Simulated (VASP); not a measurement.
A run of VASP 6.6.1:

The input INCAR:

```
SYSTEM = TiO2
PREC = Accurate
ENCUT = 520
EDIFF = 1E-6
ISMEAR = -1
SIGMA = 0.05
LREAL = .False.
LASPH = .True.
NELM = 80
ALGO = Normal
ISIF = 2
LWAVE = .False.
LCHARG = .True.
GGA = PS
LELF = .True.
LVHAR = .True.
NBANDS = 33
```

KPOINTS

```
regular mesh
0
Gamma
  8 8 6
  0 0 0
```

Contents of POSCAR:

```
TiO2
1.0
    2.7591069643     -2.7597401439      0.0000000000
    2.7591069643      2.7597401439      0.0000000000
   -2.6851819758      0.0000000000      4.8907125897
Ti O
2 4
Direct
    0.8658900000      0.1341100000      0.7500000000
    0.1341100000      0.8658900000      0.2500000000
    0.0887550000      0.3312210000      0.1671490000
    0.9112450000      0.6687790000      0.8328510000
    0.6687790000      0.9112450000      0.3328510000
    0.3312210000      0.0887550000      0.6671490000
```

Potentials or basis: VASP PAW PBE potentials, release 64 (Ti_sv, O).

Run with:

```sh
$ cat potpaw_PBE.64/Ti_sv/POTCAR potpaw_PBE.64/O/POTCAR > POTCAR
$ mpirun -np 1 vasp_std > vasp.out
```

Hardware: 1 thread of Intel(R) Xeon(R) Platinum 8488C (Sapphire Rapids), with other jobs on the host.

**Question.** Estimate the wall time of this run.

**Answer.** Wall time 4.5 min on 1 thread of Intel(R) Xeon(R) Platinum 8488C (Sapphire Rapids), on a shared host, peak memory 0.33 GiB. Counts: scf iterations 18, k points 114.
